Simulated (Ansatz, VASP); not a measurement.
**GaSb in VASP and in Ansatz**

INCAR

```
PREC = Accurate
ENCUT = 520
EDIFF = 1E-6
ISMEAR = 0
SIGMA = 0.15
LREAL = F
LASPH = T
NELM = 100
ALGO = Normal
ISIF = 2
LWAVE = F
LCHARG = F
NBANDS = 16
```

KPOINTS

```
Automatic mesh
0
Gamma
  18 18 18
```

POSCAR

```
GaSb
1.0
   -1.5408673634      2.3223208412      2.5990750535
    1.5408673634     -2.3223208412      2.5990750535
    1.5408673634      2.3223208412     -2.5990750535
Ga Sb
1 1
Direct
    0.0000000000      0.0000000000      0.0000000000
    0.5000000000      0.5000000000      0.0000000000
```

Input for Ansatz:

```yaml
crystal:
  lattice:
    - [-1.5408673634, 2.3223208412, 2.5990750535]
    - [1.5408673634, -2.3223208412, 2.5990750535]
    - [1.5408673634, 2.3223208412, -2.5990750535]
  atoms:
    - { symbol: Ga, position: [0.0, 0.0, 0.0] }
    - { symbol: Sb, position: [0.5, 0.5, 0.0] }
basis:
  ecutwfc: 420
kpoints:
  mp_grid: { grid: [18, 18, 18] }
hamiltonian:
  xc: lda
  pseudopotentials: { kind: paw, azcp: { folder: soft_1 } }
scf:
  occupations: { method: gaussian, width: 0.15 }
output:
  forces: true
  stress: true
  eigenvalues: true
```

Change from the starting cell: volume 18.601 Å^3 an atom, stretch along a over the lengths across it, relative to the relaxed cell 1.0549.

Alike in both runs: task single point; functional LDA; k mesh 18 × 18 × 18; occupations gaussian, width 0.15 eV; no spin polarisation.

```csv
,VASP,Ansatz
version,VASP 6.6.1,Ansatz 0.2.0
potentials or method,"VASP PAW LDA potentials, release 64 (Ga_d, Sb), cutoff 520 eV","scalar-relativistic, plane waves, PAW"
valence electrons in the cell,18,28
```

Ansatz gave:

```
gap on the k mesh at the Fermi level (eV)                     : none
pressure (GPa)                                                : 17.8
traceless stress, the component that is largest in VASP (GPa) : 4.74
```

Problem. Estimate VASP's values.

Solution. gap on the k mesh at the Fermi level (eV): none; pressure (GPa): 18.3; traceless stress, the component that is largest in VASP (GPa): 4.75.

Ansatz warns that its potentials were made for another functional, while VASP's fit it. LDA's correlation is that of Perdew and Zunger in VASP and of Perdew and Wang (1992) in Ansatz. A gap of «none» marks a metal or a gap that the smearing closes. VASP's potentials hold 18 valence electrons a cell and Ansatz's 28, so a difference there can come from the potentials and not from the codes.

Neither program's run includes spin-orbit coupling.
